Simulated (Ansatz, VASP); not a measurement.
## SiNi in VASP and in Ansatz

The input INCAR:

```
PREC     = Accurate       # precision mode
ENCUT    = 520            # plane-wave cutoff, eV
EDIFF    = 1E-6           # SCF threshold, eV
ISMEAR   = -1             # smearing method
SIGMA    = 0.1            # smearing width, eV
LREAL    = F              # projectors in reciprocal space
LASPH    = T              # aspherical terms in the spheres
NELM     = 60             # most SCF steps
ALGO     = Normal         # electronic algorithm
ISIF     = 2              # what is computed and relaxed
LWAVE    = F              # write WAVECAR
LCHARG   = T              # write CHGCAR
GGA      = PE             # functional
LELF     = T              # ELF
LVHAR    = T            
NBANDS   = 14             # bands
```

KPOINTS

```
regular mesh
0
Gamma
  14 14 13
```

POSCAR

```
SiNi
1.0
    3.0072024081      0.0000000000      0.0000000000
   -1.5036012040      2.6043136797      0.0000000000
    0.0000000000      0.0000000000      2.4074830752
Ni Si
1 1
Direct
    0.0000000000      0.0000000000      0.0000000000
    0.3333333333      0.6666666667      0.5000000000
```

Input for Ansatz:

```yaml
crystal:
  lattice:
    - [3.0072024081, 0.0, 0.0]
    - [-1.503601204, 2.6043136797, 0.0]
    - [0.0, 0.0, 2.4074830752]
  atoms:
    - { symbol: Ni, position: [0.0, 0.0, 0.0] }
    - { symbol: Si, position: [0.3333333333, 0.6666666667, 0.5] }
kpoints:
  mp_grid: { grid: [14, 14, 13] }
scf:
  occupations: { method: fermi_dirac, width: 0.1 }
hamiltonian:
  xc: pbe
  pseudopotentials: { kind: nc }
output:
  forces: true
  stress: true
  eigenvalues: true
```

Change from the starting cell: volume scaled by 0.72, norm-conserving files.

Alike in both runs: task single point; functional PBE; k mesh 14 × 14 × 13; occupations fermi-dirac, width 0.1 eV; no spin polarisation.

|  | VASP | Ansatz |
| --- | --- | --- |
| version | VASP 6.6.1 | Ansatz 0.2.0 |
| potentials or method | VASP PAW PBE potentials, release 64 (Ni, Si) | norm-conserving pseudopotentials, scalar-relativistic |
| plane-wave cutoff (eV) | 520 | 1400 |
| valence electrons in the cell | 14 | 22 |

```tsv
	VASP	Ansatz	Ansatz less VASP
pressure (GPa)	101.3	101.4	+0.16
traceless stress, the component that is largest in VASP (GPa)	0.15	-0.23	-0.382
```

Both programs put the cell under a high pressure, so it lies far from rest at this level. VASP's potentials hold 14 valence electrons a cell and Ansatz's 22, so a difference there can come from the potentials and not from the codes.

Noted on VASP's run: the cell as given lies far from equilibrium.
